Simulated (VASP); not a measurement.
Here is a VASP 6.6.1 calculation.

Contents of INCAR:

```
SYSTEM = Ta3AsAu2O13
PREC = Accurate
ENCUT = 520
EDIFF = 1E-6
ISMEAR = -1
SIGMA = 0.05
LREAL = Auto
LASPH = .True.
NELM = 80
ALGO = Normal
ISIF = 2
LWAVE = .False.
LCHARG = .False.
GGA = PE
NBANDS = 84
```

KPOINTS

```
regular mesh
0
Gamma
  3 3 3
  0 0 0
```

Contents of POSCAR:

```
Ta3AsAu2O13
1.0
    5.2104422277      3.0082487742      3.6006020982
   -5.2104422277      3.0082487742      3.6006020982
    0.0000000000     -6.0165018940      3.6005984674
Ta As Au O
3 1 2 13
Direct
    0.2142295592      0.5582985808      0.2142295592
    0.2142295592      0.2142295592      0.5582985808
    0.5582985808      0.2142295592      0.2142295592
    0.5725187633      0.5725187633      0.5725187633
    1.0217061472      1.0217061472      1.0217061472
    0.7857371833      0.7857371833      0.7857371833
    0.4119641746      0.6641093559      0.4119641746
    0.4119641746      0.4119641746      0.6641093559
    0.6641093559      0.4119641746      0.4119641746
    0.4965745588      0.0004993588      0.3601921744
    0.3601921744      0.4965745588      0.0004993588
    0.0004993588      0.3601921744      0.4965745588
    0.3601921744      0.0004993588      0.4965745588
    0.0004993588      0.4965745588      0.3601921744
    0.4965745588      0.3601921744      0.0004993588
    0.1102578851      0.7539964459      0.1102578851
    0.1102578851      0.1102578851      0.7539964459
    0.7539964459      0.1102578851      0.1102578851
    0.2683481018      0.2683481018      0.2683481018
```

Potentials or basis: VASP PAW PBE potentials, release 64 (Ta_pv, As, Au, O).

Run with:

```console
$ cat potpaw_PBE.64/Ta_pv/POTCAR potpaw_PBE.64/As/POTCAR potpaw_PBE.64/Au/POTCAR potpaw_PBE.64/O/POTCAR > POTCAR
$ mpirun -np 1 vasp_std > vasp.out
```

Estimate the band gap on the k mesh.

1.78 eV (least direct gap 1.79 eV).

Predict the largest force.

0.437 eV/Å.

What does it give for the pressure?

5.8 GPa.

Forces in eV/Å, atoms in the order of the input:
```
Ta   0.122 -0.070 -0.075
Ta   0.000  0.141 -0.075
Ta  -0.122 -0.070 -0.075
As   0.000  0.000  0.437
Au   0.000  0.000  0.008
Au   0.000  0.000  0.011
O   -0.161  0.093 -0.023
O    0.000 -0.186 -0.023
O    0.161  0.093 -0.023
O    0.151  0.088 -0.022
O   -0.152  0.087 -0.022
O    0.001 -0.175 -0.022
O   -0.001 -0.175 -0.022
O   -0.151  0.088 -0.022
O    0.152  0.087 -0.022
O   -0.227  0.131 -0.003
O    0.000 -0.262 -0.003
O    0.227  0.131 -0.003
O    0.000  0.000 -0.016
```

Caveat: the cell stands under pressure; spin-orbit coupling is left out, which moves the levels of the heavy elements; an odd mesh through Γ misses points on the zone boundary, where band edges can lie.
